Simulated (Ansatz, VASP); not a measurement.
**SnSe: VASP beside Ansatz**

Contents of POSCAR:

```
SnSe
1.0
    5.0644551551      0.0000000000      0.0000000000
   -2.5322275776      4.3859468206      0.0000000000
    0.0000000000      0.0000000000      6.0733872729
Sn Se
2 2
Direct
    0.3333333333      0.6666666667      0.2500000000
    0.6666666667      0.3333333333      0.7500000000
    0.6666666667      0.3333333333      0.2500000000
    0.3333333333      0.6666666667      0.7500000000
```

Contents of INCAR.step1:

```
  PREC = Accurate
  ENCUT = 550
  ISMEAR = 0
  SIGMA = 0.01
  LREAL = F
  LASPH = T
  NELM = 120
  NBANDS = 28
  GGA = PE
  ALGO = Normal
  EDIFF = 1E-5
  LWAVE = T
  LCHARG = F
  GGA_COMPAT = F
```

The input INCAR.step2:

```
  PREC = Accurate
  ENCUT = 550
  EDIFF = 1E-6
  ISMEAR = 0
  SIGMA = 0.01
  LREAL = F
  LASPH = T
  NELM = 120
  ALGO = Normal
  ISIF = 2
  LWAVE = F
  LCHARG = F
  METAGGA = R2SCAN
  LMIXTAU = T
  NBANDS = 28
  ISTART = 1
  GGA_COMPAT = F
```

Contents of KPOINTS:

```
Automatic mesh
0
Gamma
  6 6 4
```

Input for Ansatz:

```yaml
crystal:
  lattice:
    - [5.0644551551, 0.0, 0.0]
    - [-2.5322275776, 4.3859468206, 0.0]
    - [0.0, 0.0, 6.0733872729]
  atoms:
    - { symbol: Sn, position: [0.3333333333, 0.6666666667, 0.25] }
    - { symbol: Sn, position: [0.6666666667, 0.3333333333, 0.75] }
    - { symbol: Se, position: [0.6666666667, 0.3333333333, 0.25] }
    - { symbol: Se, position: [0.3333333333, 0.6666666667, 0.75] }
kpoints:
  mp_grid: { grid: [6, 6, 4] }
  band_path:
    path:
      - [0.0, 0.0, 0.0]
      - [0.5, 0.0, 0.0]
      - [0.3333333333, 0.3333333333, 0.0]
      - [0.0, 0.0, 0.5]
      - [0.5, 0.0, 0.5]
      - [0.3333333333, 0.3333333333, 0.5]
    npoints: 1
hamiltonian:
  xc: r2scan
scf:
  occupations: { method: fixed }
  n_extra_bands: 5
output:
  forces: true
  stress: true
  eigenvalues: true
```

Alike in both runs: task single point; functional r2SCAN; k mesh 6 × 6 × 4; no spin polarisation.

|  | VASP | Ansatz |
| --- | --- | --- |
| version | VASP 6.6.1 | Ansatz 0.2.0 |
| potentials or method | VASP PAW PBE potentials, release 64 (Sn_d, Se) | plane waves, PAW |
| plane-wave cutoff (eV) | 550 | 500 |
| occupations | gaussian, width 0.01 eV | fixed |
| valence electrons in the cell | 40 | 60 |

```tsv
	VASP	Ansatz	Ansatz less VASP
gap on the k mesh at the Fermi level (eV)	0.58	0.58	0.000
pressure (GPa)	0.0	0.0	0.00
```

VASP's potentials were made for PBE, not for r2SCAN. VASP's potentials hold 40 valence electrons a cell and Ansatz's 60, so a difference there can come from the potentials and not from the codes.
